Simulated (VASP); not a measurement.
Wanted: the native input for a VASP 6.6.1 run.

* Task: single point
* Functional: r2SCAN
* Potentials or basis: VASP PAW PBE potentials, release 64 (Fe, O)
* Cutoff: 580 eV
* k mesh: 7 × 7 × 7
* Occupations: gaussian, width 0.03 eV
* Spin: collinear spin, ferromagnetic start
* Starting moments: [3.0, 0.0] μB
* Hubbard terms: Fe d U = 5.3 eV
* Tolerance level: standard
* Purpose: a run that is hard to end
* Way: PBE orbitals, then all bands at once (ALGO All, ISEARCH 1)
* Further INCAR settings: ALGO = All; EDIFF = 1e-06

Crystal: FeO.

```
CELL_PARAMETERS angstrom
0.00000 2.15540 2.15540
2.15540 0.00000 2.15540
2.15540 2.15540 0.00000
ATOMIC_POSITIONS crystal
Fe 0.00000 0.00000 0.00000
O 0.50000 0.50000 0.50000
```

The input as run:

POSCAR

```
FeO
1.0
    0.0000000000      2.1554000000      2.1554000000
    2.1554000000      0.0000000000      2.1554000000
    2.1554000000      2.1554000000      0.0000000000
Fe O
1 1
Direct
    0.0000000000      0.0000000000      0.0000000000
    0.5000000000      0.5000000000      0.5000000000
```

INCAR.step1

```
SYSTEM = FeO
ISPIN = 2
MAGMOM = 3 0
LORBIT = 11
LDAU = .TRUE.
LDAUTYPE = 2
LDAUL = 2 -1
LDAUU = 5.3 0
LDAUJ = 0 0
ISMEAR = 0
SIGMA = 0.03
LWAVE = .TRUE.
LCHARG = .TRUE.
ISIF = 2
NELM = 100
ALGO = Normal
PREC = Accurate
LASPH = .TRUE.
LREAL = .FALSE.
EDIFF = 1E-5
GGA_COMPAT = .FALSE.
ENCUT = 580
EFERMI = MIDGAP
LMAXMIX = 4
GGA = PE
```

INCAR.step2

```
SYSTEM = FeO
METAGGA = R2SCAN
ISPIN = 2
MAGMOM = 3 0
LORBIT = 11
LDAU = .TRUE.
LDAUTYPE = 2
LDAUL = 2 -1
LDAUU = 5.3 0
LDAUJ = 0 0
ISMEAR = 0
SIGMA = 0.03
LWAVE = .FALSE.
LCHARG = .FALSE.
ISIF = 2
NELM = 100
ALGO = All
PREC = Accurate
LASPH = .TRUE.
LREAL = .FALSE.
EDIFF = 1E-6
GGA_COMPAT = .FALSE.
ENCUT = 580
EFERMI = MIDGAP
LMAXMIX = 4
LMIXTAU = .TRUE.
ISTART = 1
ISEARCH = 1
```

KPOINTS

```
k-points
0
Gamma
  7 7 7
```

Potentials or basis: VASP PAW PBE potentials, release 64 (Fe, O).

Run with:

```sh
$ cat potpaw_PBE.64/Fe/POTCAR potpaw_PBE.64/O/POTCAR > POTCAR
$ cp INCAR.step1 INCAR
$ mpirun -np 1 vasp_std > vasp.out
$ cp INCAR.step2 INCAR
$ mpirun -np 1 vasp_std > vasp.out
```

It gave:

```
Pressure                                              : -6.6 GPa
Band gap on the k mesh                                : zero (filled and empty bands overlap)
Net moment                                            : 4.01 μB per cell
Site moments                                          : Fe +3.92; O +0.16 μB
Valence electrons inside the program's atomic spheres : Fe 6.71; O 5.05
```

Caveat: the k points lie up to 0.36 Å⁻¹ apart, too coarse for converged energies and pressures of a metal; the PAW data sets were made with another functional, which shifts forces and pressure a little; a cell with one magnetic atom can't hold antiferromagnetic order, which such compounds often take.

It took 41 s on 1 thread of Intel(R) Xeon(R) 6975P-C (Granite Rapids), with other jobs on the host, peak memory 0.16 GiB.
